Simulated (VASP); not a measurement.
Write the native input for VASP 6.6.1 that does the following.

```yaml
Task: single point
Functional: LDA
Potentials_or_basis: VASP PAW LDA potentials, release 64 (Li_sv)
Cutoff: 520 eV
k_mesh: 2 × 2 × 2
Occupations: fermi-dirac, width 0.16 eV
Spin: no spin polarisation
Dipole_correction: no
Further_INCAR_settings: LREAL = Auto; ALGO = Normal; EDIFF = 1e-06; NBANDS = 38
```

The structure of Li lies in POSCAR:

```
Li
1.0
    7.0944470000      0.0000000000      0.0000000000
    0.0000000000      7.0944470000      0.0000000000
    0.0000000000      0.0000000000      7.0944470000
Li
16
Direct
   -0.0102474513      0.2075848900     -0.1175849224
    0.2041878669     -0.6443772150      0.1437744196
   -0.2695206547      0.7301767143      0.3058589345
    0.1356694891     -0.2233155030      0.4130977369
   -0.1867657902     -0.0876319183     -0.1625073808
    0.3711494356      0.0191981137      0.4880295814
    0.6845071927      1.1770614397      0.5882206182
    0.9520403775      0.0371417251      0.1695833375
   -0.0720845473      0.4007077648      0.3901079253
    0.4383569290      0.8060529594     -0.2685621585
    0.4354955362      0.5310773341      0.4905244905
    0.7564507847      0.5361940120      0.7010130599
    0.6688329619      0.3493154576      0.0692654410
    0.4802770392      0.0814016935      1.1122924733
    0.2869427314      1.2598022087      0.7688548523
    1.1247106364      0.8195987651      0.9080341287
```

One way to write it, as run:

INCAR

```
SYSTEM = Li
PREC     = Accurate       ! precision mode
ENCUT    = 520            ! plane-wave cutoff, eV
EDIFF    = 1E-6           ! SCF threshold, eV
ISMEAR   = -1             ! smearing method
SIGMA    = 0.16           ! smearing width, eV
LREAL    = Auto         
LASPH    = .TRUE.         ! aspherical terms in the spheres
NELM     = 80             ! most SCF steps
ALGO     = Normal         ! electronic algorithm
ISIF     = 2              ! what is computed and relaxed
LWAVE    = .FALSE.        ! write WAVECAR
LCHARG   = .FALSE.        ! write CHGCAR
GGA      = CA             ! functional
NBANDS   = 38             ! bands
```

KPOINTS

```
regular mesh
0
G
  2 2 2
  0 0 0
```

Potentials or basis: VASP PAW LDA potentials, release 64 (Li_sv).

Command:

```sh
$ cat potpaw_LDA.64/Li_sv/POTCAR > POTCAR
$ mpirun -np 1 vasp_std > vasp.out
```

Results of the run:

```yaml
Largest_force: 0.926 eV/Å
Band_gap_on_the_k_mesh: zero (band 24 reaches 0.58 eV, above the bottom of band 25 at -0.02 eV)
```

Caveat: the k points lie up to 0.44 Å⁻¹ apart.

Run time: 90 s on 1 thread of Intel(R) Xeon(R) Platinum 8488C (Sapphire Rapids), on a shared host, peak memory 0.31 GiB.
